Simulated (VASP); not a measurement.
Here is a VASP 6.6.1 calculation.

File INCAR:

```
PREC = Accurate ; ENCUT = 520
EDIFF = 1E-6 ; ISMEAR = -1
SIGMA = 0.08 ; LREAL = F
LASPH = T ; NELM = 80
ALGO = Normal ; ISIF = 2
LWAVE = F ; LCHARG = T
GGA = PE ; LELF = T
LVHAR = T ; NBANDS = 36
```

The input KPOINTS:

```
regular mesh
0
Gamma
  4 4 8
```

POSCAR

```
Mo
1.0
   -3.1468300000      3.1468300000      3.1468300000
    3.1468300000     -3.1468300000      3.1468300000
    1.5734150000      1.5734150000     -1.5734150000
Mo
4
Direct
    0.0142645138      0.0021418380      0.0218728053
   -0.0073364306      0.4961435794     -0.0114909290
    0.5049232084      0.0007868236     -0.0083159878
    0.4935053689      0.5049475186     -0.0058938678
```

Potentials or basis: VASP PAW PBE potentials, release 64 (Mo_sv).

Command:

```sh
$ cat potpaw_PBE.64/Mo_sv/POTCAR > POTCAR
$ mpirun -np 1 vasp_std > vasp.out
```

(1) What does it give for the pressure?

(2) Predict the largest force.

## Answers

(1) 4.7 GPa.

(2) 0.750 eV/Å.

Caveat: the cell stands under pressure.
